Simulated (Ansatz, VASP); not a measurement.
**Two plane-wave programs on Ta4C3**

INCAR

```
PREC     = Accurate       # precision mode
ENCUT    = 520            # plane-wave cutoff, eV
EDIFF    = 1E-6           # SCF threshold, eV
ISMEAR   = 0              # smearing method
SIGMA    = 0.15           # smearing width, eV
LREAL    = F              # projectors in reciprocal space
LASPH    = T              # aspherical terms in the spheres
NELM     = 60             # most SCF steps
ALGO     = Normal         # electronic algorithm
ISIF     = 2              # what is computed and relaxed
LWAVE    = F              # write WAVECAR
LCHARG   = F              # write CHGCAR
GGA      = PS             # functional
NBANDS   = 37             # bands
```

File KPOINTS:

```
regular mesh
0
Gamma
  10 10 10
```

POSCAR

```
Ta4C3
1.0
    4.4026021986      0.0000000000      0.0000000000
    0.0000000000      4.4026021986      0.0000000000
    0.0000000000      0.0000000000      4.4026021986
Ta C
4 3
Direct
    0.0000000000      0.5000000000      0.5000000000
    0.5000000000      0.0000000000      0.5000000000
    0.5000000000      0.5000000000      0.0000000000
   -0.1135691978      0.0000000000      0.0000000000
    0.5000000000      0.0000000000      0.0000000000
    0.0000000000      0.5000000000      0.0000000000
    0.0000000000      0.0000000000      0.5000000000
```

Input for Ansatz:

```yaml
crystal:
  lattice:
    - [4.4026021986, 0.0, 0.0]
    - [0.0, 4.4026021986, 0.0]
    - [0.0, 0.0, 4.4026021986]
  atoms:
    - { symbol: Ta, position: [0.0, 0.5, 0.5] }
    - { symbol: Ta, position: [0.5, 0.0, 0.5] }
    - { symbol: Ta, position: [0.5, 0.5, 0.0] }
    - { symbol: Ta, position: [-0.1135691978, 0.0, 0.0] }
    - { symbol: C, position: [0.5, 0.0, 0.0] }
    - { symbol: C, position: [0.0, 0.5, 0.0] }
    - { symbol: C, position: [0.0, 0.0, 0.5] }
basis:
  ecutwfc: 420
kpoints:
  mp_grid: { grid: [10, 10, 10] }
hamiltonian:
  xc: pbesol
scf:
  occupations: { method: gaussian, width: 0.15 }
output:
  forces: true
  stress: true
  eigenvalues: true
```

Alike in both runs: task single point; functional PBEsol; k mesh 10 × 10 × 10; occupations gaussian, width 0.15 eV; no spin polarisation.

```csv
,VASP,Ansatz
version,VASP 6.6.1,Ansatz 0.2.0
potentials or method,"VASP PAW PBE potentials, release 64 (Ta_pv, C), cutoff 520 eV","scalar-relativistic, plane waves, PAW"
valence electrons in the cell,56,64
```

|  | VASP | Ansatz | Ansatz less VASP |
| --- | --- | --- | --- |
| gap on the k mesh at the Fermi level (eV) | none | none | - |
| pressure (GPa) | 19.0 | 18.0 | -1.02 |
| traceless stress, the component that is largest in VASP (GPa) | 26.09 | 25.44 | -0.641 |
| rms of the force components (eV/Å) | 4.678 | 4.580 | -0.0983 |

VASP's potentials were made for PBE, not for PBEsol. Atom by atom the forces differ by 0.102 eV/Å (rms over components). A gap of «none» marks a metal or a gap that the smearing closes. VASP's potentials hold 56 valence electrons a cell and Ansatz's 64, so a difference there can come from the potentials and not from the codes.

Neither program's run includes spin-orbit coupling.
